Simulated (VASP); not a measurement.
# GaN (P6_3mc) in VASP: a series of runs

The runs below take GaN through single point, relaxation of the atoms, with PBE.

Everything below comes from runs of VASP 6.6.1. Logs are shortened: lines on timing, memory, paths and dates and some standing lists are left out, and cuts for length are marked.

**1. The cell of the first run**

It takes space group P6_3mc (No. 186, hexagonal). Conventional cell: a = 3.190 Å, b = 3.190 Å, c = 5.189 Å, α = 90.00°, β = 90.00°, γ = 120.00°. Ga (site symmetry 3m) has 4 N at 1.95 to 1.96 Å within 2.6 Å. N (site symmetry 3m) has 4 Ga at 1.95 to 1.96 Å within 2.6 Å.

**2. Single point, PBE**

Contents of INCAR:

```
SYSTEM = GaN
ALGO = Normal ; EDIFF = 1E-6
ENCUT = 520 ; GGA = PE
ISIF = 2 ; ISMEAR = 0
LASPH = .TRUE. ; LCHARG = .TRUE.
LELF = .TRUE. ; LREAL = .FALSE.
LVHAR = .TRUE. ; LWAVE = .FALSE.
NBANDS = 26 ; NELM = 60
PREC = Accurate ; SIGMA = 0.01
```

Contents of KPOINTS:

```
k-points
0
G
  9 9 6
  0 0 0
```

Contents of POSCAR:

```
GaN
1.0
    3.1900000000      0.0000000000      0.0000000000
   -1.5950000000      2.7626210381      0.0000000000
    0.0000000000      0.0000000000      5.1890000000
Ga N
2 2
Direct
    0.6666666667      0.3333333333     -0.0009546180
    0.3333333333      0.6666666667      0.4990453820
    0.6666666667      0.3333333333      0.3759546180
    0.3333333333      0.6666666667      0.8759546180
```

Potentials or basis: VASP PAW PBE potentials, release 64 (Ga_d, N).

The run is started by

```bash
cat potpaw_PBE.64/Ga_d/POTCAR potpaw_PBE.64/N/POTCAR > POTCAR
mpirun -np 1 vasp_std > vasp.out
```

OUTCAR:

```text
SYSTEM = GaN
   EDIFF = 1E-6
   ENCUT = 520
   GGA = PE
   ISIF = 2
   ISMEAR = 0
   LASPH = .TRUE.
   LREAL = .FALSE.
   NELM = 60
   PREC = Accurate

 ion  position               nearest neighbor table
   1  0.667  0.333  0.999-   4 1.95   4 1.95   4 1.95   3 1.96
   2  0.333  0.667  0.499-   3 1.95   3 1.95   3 1.95   4 1.96
   3  0.667  0.333  0.376-   2 1.95   2 1.95   2 1.95   1 1.96
   4  0.333  0.667  0.876-   1 1.95   1 1.95   1 1.95   2 1.96

  LATTYP: Found a hexagonal cell.
 ALAT       =     3.1900000000
 C/A-ratio  =     1.6266457680

  Lattice vectors:

 A1 = (   3.1900000000,   0.0000000000,   0.0000000000)
 A2 = (  -1.5950000000,   2.7626210381,   0.0000000000)
 A3 = (   0.0000000000,   0.0000000000,   5.1890000000)

Analysis of symmetry for initial positions (statically):
=====================================================================
 Subroutine PRICEL returns:
 Original cell was already a primitive cell.

 Routine SETGRP: Setting up the symmetry group for a
 hexagonal supercell.

 Subroutine GETGRP returns: Found 12 space group operations
 (whereof  6 operations were pure point group operations)
 out of a pool of 24 trial point group operations.

The static configuration has the point symmetry C_3v.
 The point group associated with its full space group is C_6v.

Analysis of symmetry for dynamics (positions and initial velocities):
=====================================================================
 Subroutine PRICEL returns:
 Original cell was already a primitive cell.

 Routine SETGRP: Setting up the symmetry group for a
 hexagonal supercell.

 Subroutine GETGRP returns: Found 12 space group operations
 (whereof  6 operations were pure point group operations)
 out of a pool of 24 trial point group operations.

The dynamic configuration has the point symmetry C_3v.
 The point group associated with its full space group is C_6v.

 Subroutine INISYM returns: Found 12 space group operations
 (whereof  6 operations are pure point group operations),
 and found     1 'primitive' translations

----------------------------------------------------------------------------------------

                                     Primitive cell

  volume of cell :      45.7294

  direct lattice vectors                    reciprocal lattice vectors
     3.190000000  0.000000000  0.000000000     0.313479624  0.180987545  0.000000000
    -1.595000000  2.762621038  0.000000000     0.000000000  0.361975090  0.000000000
     0.000000000  0.000000000  5.189000000     0.000000000  0.000000000  0.192715359

  length of vectors
     3.190000000  3.190000000  5.189000000     0.361975090  0.361975090  0.192715359

  position of ions in fractional coordinates (direct lattice)
     0.666666667  0.333333333  0.999045382
     0.333333333  0.666666667  0.499045382
     0.666666667  0.333333333  0.375954618
     0.333333333  0.666666667  0.875954618

  ion indices of the primitive-cell ions
   primitive index   ion index
                 1           1
                 2           2
                 3           3
                 4           4

----------------------------------------------------------------------------------------

 KPOINTS: k-points

Automatic generation of k-mesh.
 Grid dimensions read from file:
 generate k-points for:    9    9    6

 Generating k-lattice:

  Cartesian coordinates                     Fractional coordinates (reciprocal lattice)
     0.034831069  0.020109727  0.000000000     0.111111111  0.000000000  0.000000000
     0.000000000  0.040219454  0.000000000     0.000000000  0.111111111  0.000000000
     0.000000000  0.000000000  0.032119227     0.000000000  0.000000000  0.166666667

  Length of vectors
     0.040219454  0.040219454  0.032119227

  Shift w.r.t. Gamma in fractional coordinates (k-lattice)
     0.000000000  0.000000000  0.000000000

 Subroutine IBZKPT returns following result:
 ===========================================

 Found     48 irreducible k-points:

 Following reciprocal coordinates:
            Coordinates               Weight
  0.000000  0.000000  0.000000      1.000000
  0.111111 -0.000000  0.000000      6.000000
  0.222222  0.000000  0.000000      6.000000
  0.333333 -0.000000  0.000000      6.000000
  0.444444  0.000000  0.000000      6.000000
  0.111111  0.111111  0.000000      6.000000
[... 16 lines left out ...]
  0.333333  0.222222  0.166667     24.000000
  0.333333  0.333333  0.166667      4.000000
 [... further k-points ...]
   k-points           NKPTS =     48   k-points in BZ     NKDIM =     48   number of bands    NBANDS=     26
   number of dos      NEDOS =    301   number of ions     NIONS =      4
   total plane-waves  NPLWV =  23040
   dimension x,y,z NGX =    24 NGY =   24 NGZ =   40
   dimension x,y,z NGXF=    48 NGYF=   48 NGZF=   80
   ions per type =               2   2
   NGX,Y,Z   is equivalent  to a cutoff of  12.51, 12.51, 12.82 a.u.
   NGXF,Y,Z  is equivalent  to a cutoff of  25.02, 25.02, 25.63 a.u.
 SYSTEM =  GaN
   PREC   = accura    normal or accurate (medium, high low for compatibility)
   ISTART =      0    job   : 0-new  1-cont  2-samecut
   ICHARG =      2    charge: 1-file 2-atom 10-const
   ISPIN  =      1    spin polarized calculation?
   LNONCOLLINEAR =      F non collinear calculations
   LSORBIT =      F    spin-orbit coupling
   LASPH  =      T    aspherical Exc in radial PAW
   ENCUT  =  520.0 eV  38.22 Ry    6.18 a.u.   5.93  5.93  9.65*2*pi/ulx,y,z
   NELM   =     60;   NELMIN=  2; NELMDL= -5     # of ELM steps
   EDIFF  = 0.1E-05   stopping-criterion for ELM
   LREAL  =      F    real-space projection
   EDIFFG = 0.1E-04   stopping-criterion for IOM
   NSW    =      0    number of steps for IOM
   IBRION =     -1    ionic relax: 0-MD 1-quasi-New 2-CG
   NFREE  =      0    steps in history (QN), initial steepest desc. (CG)
   ISIF   =      2    stress and relaxation
   ISYM   =      2    0-nonsym 1-usesym 2-fastsym
   POTIM  = 0.5000    time-step for ionic-motion
   TEBEG  =    0.0;   TEEND  =   0.0 temperature during run
   PSTRESS=    0.0 pullay stress
   NELECT =      36.0000    total number of electrons
   NUPDOWN=      -1.0000    fix difference up-down
   EMIN   =  10.00;   EMAX   =-10.00  energy-range for DOS
   EFERMI =   0.00;   METHOD = LEGACY
   ISMEAR =     0;   SIGMA  =   0.01  broadening in eV -4-tet -1-fermi 0-gaus
   EFERMI_NEDOS =   21; number of points for ismear=-14 and -15
   IALGO  =     38    algorithm
   IMIX   =      4    mixing-type and parameters
     AMIX     =   0.40;   BMIX     =  1.00
     AMIX_MAG =   1.60;   BMIX_MAG =  1.00
  volume/ion in A,a.u.               =      11.43        77.15
  Fermi-wavevector in a.u.,A,eV,Ry     =   1.511624  2.856555 31.089409  2.285007
  Thomas-Fermi vector in A             =   2.621656
   LORBIT       =      0    0 simple, 1 ext, 2 COOP (PROOUT), +10 PAW based schemes
   GGA     = PE    functional components
   LHFCALC =     F    Hartree Fock is set to
   AEXX    =    0.0000 exact exchange contribution
   IVDW    =     0    specifies the selected vdW correction
   LEPSILON=     F    determine dielectric tensor
   LRPA    =     F    only Hartree local field effects (RPA)
 non-spin polarized calculation
 Gauss-broadening in eV      SIGMA  =   0.01
  energy-cutoff  :      520.00
  volume of cell :       45.73
 maximum number of plane-waves:      1260
 NGX is ok and might be reduce to    24
   NGX = 11   NGY = 11   NGZ = 19

 number of electron      35.9999984 magnetization

 Free energy of the ion-electron system (eV)
  ---------------------------------------------------
  ext. energy  EPLUGINS =         0.00000000
  ---------------------------------------------------
  free energy    TOTEN  =       -24.30589119 eV

  energy without entropy =      -24.30589119  energy(sigma->0) =      -24.30589119

 E-fermi :   5.3461     XC(G=0): -11.6644

 val. band max:        5.3062205887   @ k =   0.0000   0.0000   0.0000
 cond. band min:       7.2160760612   @ k =   0.0000   0.0000   0.0000
 fundamental gap:      1.9098554726
 Fermi energy:         5.3460783182

 k-point     1 :       0.0000    0.0000    0.0000
  band No.  band energies     occupation
      1     -10.6626      2.00000
      2      -9.7447      2.00000
      3      -8.1283      2.00000
      4      -8.1134      2.00000
      5      -8.1134      2.00000
      6      -8.0521      2.00000
[... 18 lines left out ...]
     25      16.9993      0.00000
     26      16.9993      0.00000

 k-point     2 :       0.1111   -0.0000    0.0000
  band No.  band energies     occupation
      1     -10.5433      2.00000
      2      -9.7143      2.00000
      3      -8.1158      2.00000
      4      -8.0962      2.00000
      5      -8.0743      2.00000
      6      -8.0375      2.00000
[... 18 lines left out ...]
     25      16.5572      0.00000
     26      17.2612      0.00000

 k-point     3 :       0.2222    0.0000    0.0000
  band No.  band energies     occupation
      1     -10.2459      2.00000
      2      -9.6505      2.00000
      3      -8.0807      2.00000
      4      -8.0617      2.00000
      5      -8.0037      2.00000
      6      -7.9680      2.00000
[... 18 lines left out ...]
     25      16.7567      0.00000
     26      17.8188      0.00000

 k-point     4 :       0.3333   -0.0000    0.0000
  band No.  band energies     occupation
      1      -9.9398      2.00000
      2      -9.6003      2.00000
      3      -8.0608      2.00000
      4      -8.0423      2.00000
      5      -7.9604      2.00000
      6      -7.9016      2.00000
[... 18 lines left out ...]
     25      16.9063      0.00000
     26      18.5279      0.00000
[... 496 lines left out ...]
      1      -9.7875      2.00000
      2      -9.5889      2.00000
      3      -8.0701      2.00000
      4      -8.0089      2.00000
      5      -7.9474      2.00000
      6      -7.9324      2.00000
[... 18 lines left out ...]
     25      16.4816      0.00000
     26      18.9690      0.00000

 k-point    23 :       0.3333    0.2222    0.1667
  band No.  band energies     occupation
      1      -9.6729      2.00000
      2      -9.5819      2.00000
      3      -8.0848      2.00000
      4      -7.9877      2.00000
      5      -7.9338      2.00000
      6      -7.8964      2.00000
[... 18 lines left out ...]
     25      17.4074      0.00000
     26      18.6624      0.00000

 k-point    24 :       0.3333    0.3333    0.1667
  band No.  band energies     occupation
      1      -9.6077      2.00000
      2      -9.6077      2.00000
      3      -8.0969      2.00000
      4      -7.9411      2.00000
      5      -7.9411      2.00000
      6      -7.8947      2.00000
[... 18 lines left out ...]
     25      18.3402      0.00000
     26      18.4055      0.00000

 [... further k-points ...]
[... 5 lines left out ...]
  --------------------------------------------------------------------------------------
  -------------------------------------------------------------------------------------
  Total        1.4528059      1.4528059      1.5885851      0.0000000      0.0000000      0.0000000
  in kB       50.9005531     50.9005531     55.6577191      0.0000000      0.0000000      0.0000000
  external PRESSURE =      52.4862751 kB  Pullay stress =       0.0000000 kB

 VOLUME and BASIS-vectors are now :
 -----------------------------------------------------------------------------
  energy-cutoff  :      520.00
  volume of cell :       45.73
      direct lattice vectors                 reciprocal lattice vectors
     3.190000000  0.000000000  0.000000000     0.313479624  0.180987545  0.000000000
    -1.595000000  2.762621038  0.000000000     0.000000000  0.361975090  0.000000000
     0.000000000  0.000000000  5.189000000     0.000000000  0.000000000  0.192715359

 POSITION                                       TOTAL-FORCE (eV/Angst)
 -----------------------------------------------------------------------------------
      1.59500      0.92087      5.18405         0.000000     -0.000000      0.000135
     -0.00000      1.84175      2.58955        -0.000000      0.000000      0.000135
      1.59500      0.92087      1.95083         0.000000      0.000000     -0.000135
     -0.00000      1.84175      4.54533        -0.000000      0.000000     -0.000135
 -----------------------------------------------------------------------------------
    total drift:                               -0.000000     -0.000001     -0.001335

  FREE ENERGIE OF THE ION-ELECTRON SYSTEM (eV)
  ---------------------------------------------------
  free  energy   TOTEN  =       -24.3058911880 eV

  energy  without entropy=      -24.3058911880  energy(sigma->0) =      -24.30589119
```

Wall time 70 s (1 thread of AMD EPYC 7R43 (Zen 3), shared host); peak memory 0.15 GiB.

What came out:

| Quantity | Value |
| --- | --- |
| Free energy | -24.3059 eV |
| Pressure | 5.2 GPa |
| Band gap on the k mesh | 1.91 eV, direct |

Levels at points of the mesh, in eV from the valence-band top:
```tsv
k point	band 15	band 16	band 17	band 18	band 19	band 20	band 21	band 22
(0.00, 0.00, 0.00)	-1.03	-0.03	0.00	0.00	1.91	4.24	9.20	9.88
(0.00, 0.00, 0.50)	-0.53	-0.53	-0.53	-0.53	4.24	4.24	8.47	8.47
```

Expect the measured gap to be larger: semilocal functionals such as PBE lack the derivative discontinuity.

**3. Relaxation of the atoms, PBE**

Contents of INCAR:

```
SYSTEM = GaN
ALGO     = Normal         ! electronic algorithm
EDIFF    = 1E-6           ! SCF threshold, eV
EDIFFG   = -0.002         ! ionic threshold
ENCUT    = 520            ! plane-wave cutoff, eV
GGA      = PE             ! functional
IBRION   = 2              ! ionic algorithm
ISIF     = 2              ! what is computed and relaxed
ISMEAR   = 0              ! smearing method
LASPH    = .True.         ! aspherical terms in the spheres
LCHARG   = .False.        ! write CHGCAR
LREAL    = .False.        ! projectors in reciprocal space
LWAVE    = .False.        ! write WAVECAR
NELM     = 80             ! most SCF steps
NSW      = 50             ! ionic steps
PREC     = Accurate       ! precision mode
SIGMA    = 0.01           ! smearing width, eV
```

Contents of KPOINTS:

```
k-points
0
Gamma
  9 9 6
  0 0 0
```

Contents of POSCAR:

```
GaN
1.0
    3.1900000000      0.0000000000      0.0000000000
   -1.5950000000      2.7626210381      0.0000000000
    0.0000000000      0.0000000000      5.1890000000
Ga N
2 2
Direct
    0.6666666667      0.3333333333      0.0000000000
    0.3333333333      0.6666666667      0.5000000000
    0.6666666667      0.3333333333      0.3750000000
    0.3333333333      0.6666666667      0.8750000000
```

Potentials or basis: VASP PAW PBE potentials, release 64 (Ga_d, N).

The run is started by

```bash
cat potpaw_PBE.64/Ga_d/POTCAR potpaw_PBE.64/N/POTCAR > POTCAR
mpirun -np 1 vasp_std > vasp.out
```

It took 2.1 min on 1 thread of AMD EPYC 7R43 (Zen 3), shared host; peak memory 0.15 GiB.

The run converged. Its results:

| Item | Value |
| --- | --- |
| Free energy | -24.3059 eV |
| Energy gained by relaxing | 0.3 meV/atom |
| Ionic steps | 3 |
| Pressure after relaxing | 5.2 GPa |
| Band gap on the k mesh | 1.91 eV, direct |

Stress tensor (GPa, compression positive):
```
5.05 0.00 0.00
0.00 5.05 0.00
0.00 0.00 5.50
```

The path:
```tsv
step	energy change (eV)	largest force (eV/Å)	pressure (GPa)
1	0.0000	0.1177	5.19
2	-0.0011	0.0175	5.20
3	-0.0012	0.0007	5.20
```

Final structure:
```yaml
crystal:
  lattice:
    - [3.19000, 0.00000, 0.00000]
    - [-1.59500, 2.76262, 0.00000]
    - [0.00000, 0.00000, 5.18900]
  atoms:
    - { symbol: Ga, position: [0.66667, 0.33333, 0.99905] }
    - { symbol: Ga, position: [0.33333, 0.66667, 0.49905] }
    - { symbol: N, position: [0.66667, 0.33333, 0.37595] }
    - { symbol: N, position: [0.33333, 0.66667, 0.87595] }
```

Levels at points of the mesh, in eV from the valence-band top:
```csv
k point,band 14,band 15,band 16,band 17,band 18,band 19,band 20,band 21,band 22
"(0.00, 0.00, 0.00)",-1.03,-1.03,-0.03,0.00,0.00,1.91,4.24,9.20,9.88
"(0.00, 0.00, 0.50)",-3.83,-0.53,-0.53,-0.53,-0.53,4.24,4.24,8.47,8.47
```

Expect the measured gap to be larger: semilocal functionals such as PBE lack the derivative discontinuity.
